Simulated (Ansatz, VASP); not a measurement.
Si: VASP beside Ansatz

```
Si
1.0
     2.52700    0.00000    0.00000
    -1.26350    2.18845    0.00000
     0.00000    0.00000    2.43233
Si
1
Direct
  0.00000 0.00000 0.00000
```

Alike in both runs: task single point; functional LDA; k mesh 16 × 16 × 14; occupations fermi-dirac, width 0.1 eV; no spin polarisation.

```csv
,VASP,Ansatz
version,VASP 6.6.1,Ansatz 0.2.0
potentials or method,"VASP PAW LDA potentials, release 64 (Si), cutoff 520 eV","plane waves, PAW"
valence electrons in the cell,4,4
```

|  | VASP | Ansatz | Ansatz less VASP |
| --- | --- | --- | --- |
| pressure (GPa) | 11.2 | 11.0 | -0.13 |
| traceless stress, the component that is largest in VASP (GPa) | -4.71 | -4.71 | -0.002 |

LDA's correlation is that of Perdew and Zunger in VASP and of Perdew and Wang (1992) in Ansatz.
